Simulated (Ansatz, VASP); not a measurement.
**MgO in VASP and in Ansatz**

INCAR

```
SYSTEM = MgO
  ALGO = Normal
  EDIFF = 1E-6
  ENCUT = 520
  GGA = CA
  ISIF = 2
  ISMEAR = 0
  LASPH = .TRUE.
  LCHARG = .TRUE.
  LELF = .TRUE.
  LREAL = .FALSE.
  LVHAR = .TRUE.
  LWAVE = .FALSE.
  NBANDS = 11
  NELM = 60
  PREC = Accurate
  SIGMA = 0.05
```

Contents of KPOINTS:

```
k-points
0
G
  9 9 8
  0 0 0
```

Contents of POSCAR:

```
MgO
1.0
    2.9380209034      0.0000000000      0.0000000000
   -1.4690104517      2.5444007392      0.0000000000
    0.0000000000      0.0000000000      2.6796800000
Mg O
1 1
Direct
    0.0000000000      0.0000000000      0.0000000000
    0.3333333333      0.6666666667      0.5746357774
```

Input for Ansatz:

```yaml
crystal:
  lattice:
    - [2.9380209034, 0.0, 0.0]
    - [-1.4690104517, 2.5444007392, 0.0]
    - [0.0, 0.0, 2.67968]
  atoms:
    - { symbol: Mg, position: [0.0, 0.0, 0.0] }
    - { symbol: O, position: [0.3333333333, 0.6666666667, 0.5746357774] }
basis:
  ecutwfc: 420
kpoints:
  mp_grid: { grid: [9, 9, 8] }
hamiltonian:
  xc: lda
scf:
  occupations: { method: gaussian, width: 0.05 }
output:
  forces: true
  stress: true
  eigenvalues: true
```

Change from the starting cell: all O atoms moved -0.200 Å, as atom 2 towards its neighbour atom 2 (O) at 2.680 Å.

Alike in both runs: task single point; functional LDA; k mesh 9 × 9 × 8; occupations gaussian, width 0.05 eV; no spin polarisation.

|  | VASP | Ansatz |
| --- | --- | --- |
| version | VASP 6.6.1 | Ansatz 0.2.0 |
| potentials or method | VASP PAW LDA potentials, release 64 (Mg, O), cutoff 520 eV | scalar-relativistic, plane waves, PAW |
| valence electrons in the cell | 8 | 16 |

Ansatz gave:

```
gap on the k mesh at the Fermi level (eV)                     : 2.90
least direct gap on the mesh (eV)                             : 3.36
pressure (GPa)                                                : -6.0
traceless stress, the component that is largest in VASP (GPa) : -0.03
rms of the force components (eV/Å)                            : 0.339
```

Estimate VASP's values.

gap on the k mesh at the Fermi level (eV): 2.89; least direct gap on the mesh (eV): 3.36; pressure (GPa): -7.5; traceless stress, the component that is largest in VASP (GPa): -0.28; rms of the force components (eV/Å): 0.347.

LDA's correlation is that of Perdew and Zunger in VASP and of Perdew and Wang (1992) in Ansatz. Atom by atom the forces differ by 0.008 eV/Å (rms over components). VASP's potentials hold 8 valence electrons a cell and Ansatz's 16, so a difference there can come from the potentials and not from the codes.
